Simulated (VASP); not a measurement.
Runs of VASP 6.6.1 on InP. The structure is that of space group I-4m2 (No. 119), or close to it. The cells are those of the table. 

```csv
level,cell,k mesh,smearing,gap on the mesh (eV),pressure (GPa)
PBE,"a = 4.173, b = 4.173, c = 4.261 Å, angles 59.3, 59.3, 61.4°, 2 atoms",4 × 4 × 4,gaussian 0.01 eV,(d),(b)
r2SCAN,"a = 4.184, b = 4.184, c = 4.010 Å, angles 61.4, 61.4, 57.3°, 2 atoms",8 × 8 × 8,gaussian 0.01 eV,1.08,2.7
PBE,"a = 4.184, b = 4.184, c = 4.010 Å, angles 61.4, 61.4, 57.3°, 2 atoms",8 × 8 × 8,fermi-dirac 0.02 eV,0.62,4.4
PBE,"a = 4.171, b = 4.171, c = 4.303 Å, angles 58.9, 58.9, 62.1°, 2 atoms",8 × 8 × 8,fermi-dirac 0.02 eV,(c),(a)
PBE,"a = 4.169, b = 4.169, c = 4.344 Å, angles 58.6, 58.6, 62.8°, 2 atoms",8 × 8 × 8,fermi-dirac 0.02 eV,0.15,-0.5
PBE,"a = 4.173, b = 4.173, c = 4.261 Å, angles 59.3, 59.3, 61.4°, 2 atoms",8 × 8 × 8,fermi-dirac 0.02 eV,0.36,0.5
```

Alike in all rows: task single point; potentials or basis VASP PAW PBE potentials, release 64 (In_d, P); no spin polarisation; cutoff (eV) 520.

Estimate the missing entries.

(a) 0.0; (b) 0.6; (c) 0.26; (d) 0.35.

Caveats: some runs use coarse meshes; spin-orbit coupling is left out, which moves the levels of the heavy elements; the PAW data sets were made with another functional, which shifts forces and pressure a little (some runs).

A k mesh can miss the band edges, and the runs leave out spin-orbit coupling on In.
